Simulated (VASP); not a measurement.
# Zn8Se5S3 (P1) in VASP: single point with PBEsol

Aim: the single point of Zn8Se5S3 with PBEsol.

Everything below comes from runs of VASP 6.6.1. Logs are shortened: lines on timing, memory, paths and dates and some standing lists are left out, and cuts for length are marked.

### 1 The cell of the first run

The typed cell holds 64 atoms: a = 11.057 Å, b = 11.057 Å, c = 11.057 Å, α = 90.00°, β = 90.00°, γ = 90.00°.

### 2 Single point, PBEsol

Input file INCAR:

```
  ALGO = Normal
  EDIFF = 1E-6
  ENCUT = 500
  GGA = PS
  GGA_COMPAT = F
  ISIF = 2
  ISMEAR = -1
  ISYM = -1
  LASPH = T
  LCHARG = F
  LREAL = Auto
  LWAVE = F
  NBANDS = 326
  NELM = 120
  PREC = Accurate
  SIGMA = 0.05
```

Input file KPOINTS:

```
explicit points
1
Reciprocal
  0.25000000   0.25000000   0.25000000 1
```

Input file POSCAR:

```
Zn8Se5S3
1.0
   11.0567588540      0.0000000000      0.0000000000
    0.0000000000     11.0567588540      0.0000000000
    0.0000000000      0.0000000000     11.0567588540
Zn S Se
32 12 20
Direct
    0.9997520000      0.0073730000      0.9995620000
    0.9957380000      0.0043790000      0.4954140000
    0.9960710000      0.5034250000      0.9967790000
    0.9958260000      0.5039600000      0.4960490000
    0.5058370000      0.0039930000      0.0045620000
    0.5010510000      0.9986630000      0.5090060000
    0.5010670000      0.5083690000      0.9992980000
    0.4929370000      0.4993370000      0.4997210000
    0.2458190000      0.2464160000      0.0048580000
    0.2544520000      0.2555650000      0.5049950000
    0.2549310000      0.7464430000      0.9952850000
    0.2586690000      0.7511320000      0.4997700000
    0.7495690000      0.2432800000      0.9998280000
    0.7493640000      0.2422870000      0.4996490000
    0.7491450000      0.7435040000      0.0011250000
    0.7529130000      0.7464830000      0.4961040000
    0.2456750000      0.0038480000      0.2458070000
    0.2546900000      0.9947070000      0.7452820000
    0.2546140000      0.5041830000      0.2549060000
    0.2591450000      0.4986680000      0.7503410000
    0.7489160000      0.0073970000      0.2500430000
    0.7492960000      0.0082280000      0.7505870000
    0.7487530000      0.5069820000      0.2494630000
    0.7532430000      0.5040140000      0.7539750000
    0.9993820000      0.2434250000      0.2508940000
    0.9961330000      0.2461360000      0.7550670000
    0.9956700000      0.7472600000      0.2538830000
    0.9957150000      0.7466400000      0.7543970000
    0.5056700000      0.2466690000      0.2454980000
    0.5017170000      0.2515160000      0.7411670000
    0.5009450000      0.7424900000      0.2509920000
    0.4930880000      0.7513050000      0.7505950000
    0.1221360000      0.1251710000      0.1251090000
    0.6276160000      0.1254360000      0.1247560000
    0.6249890000      0.1249990000      0.6247520000
    0.6247780000      0.6251800000      0.1249950000
    0.3769030000      0.3762090000      0.6250830000
    0.3768130000      0.8735200000      0.6246710000
    0.3767340000      0.6254870000      0.3762420000
    0.3765930000      0.6248540000      0.8735300000
    0.8732550000      0.1252530000      0.3735700000
    0.8733350000      0.1249740000      0.8762070000
    0.8731990000      0.6246200000      0.3734970000
    0.8732620000      0.6253180000      0.8764980000
    0.1250850000      0.1249450000      0.6249670000
    0.1253670000      0.6254920000      0.1250110000
    0.1274140000      0.6251120000      0.6253690000
    0.6227080000      0.6250820000      0.6249400000
    0.3766680000      0.3764860000      0.1245670000
    0.3765780000      0.8741240000      0.1253160000
    0.8734990000      0.3741440000      0.1251670000
    0.8736400000      0.3736860000      0.6247850000
    0.8736150000      0.8765360000      0.1247720000
    0.8734130000      0.8763520000      0.6251910000
    0.3767280000      0.1248210000      0.3760460000
    0.3767540000      0.1255060000      0.8737070000
    0.1248650000      0.3750220000      0.3747840000
    0.1255830000      0.3754010000      0.8748620000
    0.1252980000      0.8748200000      0.3752530000
    0.1248830000      0.8755320000      0.8751050000
    0.6253520000      0.3753620000      0.3753330000
    0.6247420000      0.3749480000      0.8751860000
    0.6248550000      0.8755630000      0.3745760000
    0.6256410000      0.8747540000      0.8748270000
```

Potentials or basis: VASP PAW PBE potentials, release 64 (Zn, S, Se).

Launch:

```bash
cat potpaw_PBE.64/Zn/POTCAR potpaw_PBE.64/S/POTCAR potpaw_PBE.64/Se/POTCAR > POTCAR
mpirun -np 1 vasp_std > vasp.out
```

OUTCAR:

```text
EDIFF = 1E-6
   ENCUT = 500
   GGA = PS
   ISIF = 2
   ISMEAR = -1
   ISYM = -1
   LASPH = T
   LREAL = Auto
   NELM = 120
   PREC = Accurate

 ion  position               nearest neighbor table
   1  1.000  0.007  1.000-  33 2.34  42 2.35  60 2.44  53 2.44
   2  0.996  0.004  0.495-  41 2.33  59 2.42  45 2.42  54 2.43
   3  0.996  0.503  0.997-  44 2.33  58 2.42  46 2.42  51 2.43
   4  0.996  0.504  0.496-  43 2.34  57 2.42  52 2.43  47 2.44
   5  0.506  0.004  0.005-  34 2.32  64 2.42  50 2.43  56 2.44
   6  0.501  0.999  0.509-  38 2.33  35 2.34  63 2.44  55 2.45
[... 56 lines left out ...]
  63  0.625  0.876  0.375-  16 2.42  21 2.43  31 2.43   6 2.44
  64  0.626  0.875  0.875-   5 2.42  32 2.43  15 2.43  22 2.44

IMPORTANT INFORMATION: All symmetrisations will be switched off!
NOSYMM: (Re-)initialisation of all symmetry stuff for point group C_1.

----------------------------------------------------------------------------------------

                                     Primitive cell

  volume of cell :    1351.7100

  direct lattice vectors                    reciprocal lattice vectors
    11.056758854  0.000000000  0.000000000     0.090442417  0.000000000  0.000000000
     0.000000000 11.056758854  0.000000000     0.000000000  0.090442417  0.000000000
     0.000000000  0.000000000 11.056758854     0.000000000  0.000000000  0.090442417

  length of vectors
    11.056758854 11.056758854 11.056758854     0.090442417  0.090442417  0.090442417

  position of ions in fractional coordinates (direct lattice)
     0.999752000  0.007373000  0.999562000
     0.995738000  0.004379000  0.495414000
     0.996071000  0.503425000  0.996779000
     0.995826000  0.503960000  0.496049000
     0.505837000  0.003993000  0.004562000
     0.501051000  0.998663000  0.509006000
[... 56 lines left out ...]
     0.624855000  0.875563000  0.374576000
     0.625641000  0.874754000  0.874827000

  ion indices of the primitive-cell ions
   primitive index   ion index
                 1           1
                 2           2
                 3           3
                 4           4
                 5           5
                 6           6
[... 56 lines left out ...]
                63          63
                64          64

----------------------------------------------------------------------------------------

 KPOINTS: explicit points

Read explicit list of k-points.

 Found      1 k-points:

 Following reciprocal coordinates:
            Coordinates               Weight
  0.250000  0.250000  0.250000      1.000000
   k-points           NKPTS =      1   k-points in BZ     NKDIM =      1   number of bands    NBANDS=    326
   number of dos      NEDOS =    301   number of ions     NIONS =     64
   total plane-waves  NPLWV = 592704
   dimension x,y,z NGX =    84 NGY =   84 NGZ =   84
   dimension x,y,z NGXF=   168 NGYF=  168 NGZF=  168
   ions per type =              32  12  20
   NGX,Y,Z   is equivalent  to a cutoff of  12.63, 12.63, 12.63 a.u.
   NGXF,Y,Z  is equivalent  to a cutoff of  25.26, 25.26, 25.26 a.u.
 SYSTEM =  unknown system
   PREC   = accura    normal or accurate (medium, high low for compatibility)
   ISTART =      0    job   : 0-new  1-cont  2-samecut
   ICHARG =      2    charge: 1-file 2-atom 10-const
   ISPIN  =      1    spin polarized calculation?
   LNONCOLLINEAR =      F non collinear calculations
   LSORBIT =      F    spin-orbit coupling
   LASPH  =      T    aspherical Exc in radial PAW
   ENCUT  =  500.0 eV  36.75 Ry    6.06 a.u.  20.16 20.16 20.16*2*pi/ulx,y,z
   NELM   =    120;   NELMIN=  2; NELMDL= -5     # of ELM steps
   EDIFF  = 0.1E-05   stopping-criterion for ELM
   LREAL  =      T    real-space projection
   EDIFFG = 0.1E-04   stopping-criterion for IOM
   NSW    =      0    number of steps for IOM
   IBRION =     -1    ionic relax: 0-MD 1-quasi-New 2-CG
   NFREE  =      0    steps in history (QN), initial steepest desc. (CG)
   ISIF   =      2    stress and relaxation
   ISYM   =     -1    0-nonsym 1-usesym 2-fastsym
   POTIM  = 0.5000    time-step for ionic-motion
   TEBEG  =    0.0;   TEEND  =   0.0 temperature during run
   PSTRESS=    0.0 pullay stress
   NELECT =     576.0000    total number of electrons
   NUPDOWN=      -1.0000    fix difference up-down
   EMIN   =  10.00;   EMAX   =-10.00  energy-range for DOS
   EFERMI =   0.00;   METHOD = LEGACY
   ISMEAR =    -1;   SIGMA  =   0.05  broadening in eV -4-tet -1-fermi 0-gaus
   EFERMI_NEDOS =   21; number of points for ismear=-14 and -15
   IALGO  =     38    algorithm
   IMIX   =      4    mixing-type and parameters
     AMIX     =   0.40;   BMIX     =  1.00
     AMIX_MAG =   1.60;   BMIX_MAG =  1.00
  volume/ion in A,a.u.               =      21.12       142.53
  Fermi-wavevector in a.u.,A,eV,Ry     =   1.231935  2.328020 20.649073  1.517664
  Thomas-Fermi vector in A             =   2.366725
   LORBIT       =      0    0 simple, 1 ext, 2 COOP (PROOUT), +10 PAW based schemes
   GGA     = PS    functional components
   LHFCALC =     F    Hartree Fock is set to
   AEXX    =    0.0000 exact exchange contribution
   IVDW    =     0    specifies the selected vdW correction
   LEPSILON=     F    determine dielectric tensor
   LRPA    =     F    only Hartree local field effects (RPA)
 non-spin polarized calculation
  energy-cutoff  :      500.00
  volume of cell :     1351.71
 maximum number of plane-waves:     34316
 NGX is ok and might be reduce to    80
   NGX = 41   NGY = 41   NGZ = 41

 number of electron     576.0000035 magnetization

 Free energy of the ion-electron system (eV)
  ---------------------------------------------------
  ext. energy  EPLUGINS =         0.00000000
  ---------------------------------------------------
  free energy    TOTEN  =      -226.10365525 eV

  energy without entropy =     -226.10365525  energy(sigma->0) =     -226.10365525

 E-fermi :   3.0204     XC(G=0):  -9.7487

 val. band max:        1.7511075168   @ k =   0.2500   0.2500   0.2500
 cond. band min:       4.3249541681   @ k =   0.2500   0.2500   0.2500
 fundamental gap:      2.5738466512
 Fermi energy:         3.0204472319

 k-point     1 :       0.2500    0.2500    0.2500
  band No.  band energies     occupation
      1     -11.4035      2.00000
      2     -11.1439      2.00000
      3     -11.1327      2.00000
      4     -11.1227      2.00000
      5     -10.9325      2.00000
      6     -10.9197      2.00000
[... 292 lines left out ...]
    299       5.4742      0.00000
    300       5.5357      0.00000
 [bands above 300 left out]

------------------------ aborting loop because EDIFF is reached ----------------------------------------

  FORCE on cell =-STRESS in cart. coord.  units (eV):
  Direction    XX          YY          ZZ          XY          YZ          ZX
  --------------------------------------------------------------------------------------
  -------------------------------------------------------------------------------------
  Total        2.1039695      2.0524576      2.0840891     -2.7336215     -2.9252678     -2.9552556
  in kB        2.4938281      2.4327712      2.4702639     -3.2401525     -3.4673102     -3.5028546
  external PRESSURE =       2.4656211 kB  Pullay stress =       0.0000000 kB

 VOLUME and BASIS-vectors are now :
 -----------------------------------------------------------------------------
  energy-cutoff  :      500.00
  volume of cell :     1351.71
      direct lattice vectors                 reciprocal lattice vectors
    11.056758854  0.000000000  0.000000000     0.090442417  0.000000000  0.000000000
     0.000000000 11.056758854  0.000000000     0.000000000  0.090442417  0.000000000
     0.000000000  0.000000000 11.056758854     0.000000000  0.000000000  0.090442417

 POSITION                                       TOTAL-FORCE (eV/Angst)
 -----------------------------------------------------------------------------------
     11.05402      0.08152     11.05192         0.005971      0.013769      0.006123
     11.00963      0.04842      5.47767         0.003407      0.006361     -0.005371
     11.01332      5.56625     11.02115         0.011048      0.011599     -0.013359
     11.01061      5.57216      5.48469         0.001170      0.007968      0.002672
      5.59292      0.04415      0.05044         0.017658      0.018492      0.023759
      5.54000     11.04198      5.62796         0.007898     -0.000858      0.006349
[... 56 lines left out ...]
      6.90887      9.68089      4.14160        -0.030202     -0.011029      0.007285
      6.91756      9.67194      9.67275        -0.008764     -0.002020     -0.013061
 -----------------------------------------------------------------------------------
    total drift:                                0.009621      0.000422      0.004296

  FREE ENERGIE OF THE ION-ELECTRON SYSTEM (eV)
  ---------------------------------------------------
  free  energy   TOTEN  =      -226.1036552542 eV

  energy  without entropy=     -226.1036552541  energy(sigma->0) =     -226.10365525
```

It took 15 min on 1 thread of Intel Xeon Platinum 8488C (Sapphire Rapids), shared host; peak memory 1.2 GiB.

What came out:

- Free energy: -226.1037 eV
- Pressure: 0.2 GPa
- Largest force: 0.043 eV/Å
- Band gap on the k mesh: 2.57 eV

Forces in eV/Å, atoms in the order of the input:
```
Zn   0.006  0.014  0.006
Zn   0.003  0.006 -0.005
Zn   0.011  0.012 -0.013
Zn   0.001  0.008  0.003
Zn   0.018  0.018  0.024
Zn   0.008 -0.001  0.006
Zn   0.003  0.009  0.005
Zn  -0.009 -0.001  0.013
Zn   0.005  0.012  0.008
Zn   0.017  0.022  0.014
Zn  -0.001  0.005  0.000
Zn   0.032  0.026  0.012
Zn  -0.006  0.002  0.005
Zn   0.005  0.003 -0.005
Zn   0.017 -0.004 -0.008
Zn   0.022  0.002  0.000
Zn   0.001  0.013 -0.012
Zn   0.017 -0.004 -0.013
Zn   0.018  0.024  0.000
Zn   0.024  0.009  0.010
Zn   0.024  0.032  0.004
Zn   0.004  0.012  0.011
Zn   0.019  0.012  0.012
Zn   0.011  0.008  0.013
Zn   0.015  0.002 -0.006
Zn   0.003  0.007  0.006
Zn   0.010  0.002  0.009
Zn  -0.003  0.009  0.021
Zn   0.019  0.001 -0.010
Zn  -0.014  0.024  0.004
Zn   0.008  0.007 -0.008
Zn  -0.005  0.005 -0.002
S   -0.026 -0.009  0.001
S    0.007 -0.016 -0.008
S    0.002 -0.010 -0.002
S   -0.010 -0.008 -0.001
S    0.001  0.001 -0.005
S   -0.017 -0.014 -0.008
S   -0.013 -0.017  0.011
S   -0.002 -0.007 -0.021
S   -0.016 -0.008 -0.008
S   -0.005 -0.022  0.000
S   -0.012 -0.003 -0.012
S   -0.002  0.006  0.002
Se  -0.002 -0.002  0.001
Se  -0.011 -0.014  0.002
Se   0.000 -0.019 -0.021
Se  -0.018 -0.003 -0.005
Se  -0.005 -0.011 -0.009
Se   0.004 -0.014  0.001
Se  -0.009 -0.016  0.009
Se  -0.007 -0.006 -0.010
Se  -0.015 -0.004 -0.012
Se  -0.007 -0.006  0.000
Se  -0.011 -0.012  0.011
Se  -0.011 -0.001 -0.015
Se  -0.019 -0.019 -0.001
Se  -0.012 -0.005 -0.001
Se  -0.004 -0.007  0.005
Se  -0.008 -0.009 -0.002
Se  -0.006 -0.010  0.003
Se  -0.011 -0.017 -0.001
Se  -0.030 -0.011  0.007
Se  -0.009 -0.002 -0.013
```

Caveat: the PAW data sets were made with another functional, which shifts forces and pressure a little; a shifted mesh leaves out Γ, where band edges can lie. A k mesh can miss the band edges.
